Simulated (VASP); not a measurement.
Write the native input for VASP 6.6.1 that does the following.

```
Task                   : single point
Functional             : r2SCAN
Potentials or basis    : VASP PAW PBE potentials, release 64 (Ru_pv)
Cutoff                 : 520 eV
k mesh                 : 10 × 10 × 13
Occupations            : fermi-dirac, width 0.1 eV
Spin                   : no spin polarisation
Dipole correction      : no
Further INCAR settings : ALGO = Normal; EDIFF = 1e-06; NBANDS = 28
```

Ru:

```
Ru
1.0
     4.12356    0.00000    0.00000
    -2.06178    3.57111    0.00000
     0.00000    0.00000    2.59212
Ru
3
Direct
  0.00000 0.00000 0.00000
  0.33333 0.66667 0.50000
  0.66667 0.33333 0.50000
```

This isn't the form of Ru at room conditions, which is hcp.

One way to write it, as run:

POSCAR

```
Ru
1.0
    4.1235636354      0.0000000000      0.0000000000
   -2.0617818177      3.5711108624      0.0000000000
    0.0000000000      0.0000000000      2.5921157094
Ru
3
Direct
    0.0000000000      0.0000000000      0.0000000000
    0.3333333333      0.6666666667      0.5000000000
    0.6666666667      0.3333333333      0.5000000000
```

INCAR.step1

```
SYSTEM = Ru
PREC = Accurate ; ENCUT = 520
ISMEAR = -1 ; SIGMA = 0.1
LREAL = .False. ; LASPH = .True.
NELM = 60 ; NBANDS = 28
GGA = PE ; ALGO = Normal
EDIFF = 1E-4 ; LWAVE = .True.
LCHARG = .False.
```

INCAR.step2

```
SYSTEM = Ru
PREC = Accurate ; ENCUT = 520
EDIFF = 1E-6 ; ISMEAR = -1
SIGMA = 0.1 ; LREAL = .False.
LASPH = .True. ; NELM = 60
ALGO = Normal ; ISIF = 2
LWAVE = .False. ; LCHARG = .True.
METAGGA = R2SCAN ; LMIXTAU = .True.
LELF = .True. ; LVHAR = .True.
NBANDS = 28 ; ISTART = 1
```

KPOINTS

```
Automatic mesh
0
Gamma
  10 10 13
  0 0 0
```

Potentials or basis: VASP PAW PBE potentials, release 64 (Ru_pv).

The run is started by

```sh
$ cat potpaw_PBE.64/Ru_pv/POTCAR > POTCAR
$ cp INCAR.step1 INCAR
$ mpirun -np 1 vasp_std > vasp.out
$ cp INCAR.step2 INCAR
$ mpirun -np 1 vasp_std > vasp.out
```

It gave:

| Item | Value |
| --- | --- |
| Pressure | 34.5 GPa |
| Band gap on the k mesh | zero (bands 21 and 22 overlap by 2.81 eV) |

Caveat: the cell stands under pressure; the PAW data sets were made with another functional, which shifts forces and pressure a little.

It took 4.9 min on 1 thread of Intel Xeon 8259CL (shared host), peak memory 0.21 GiB.
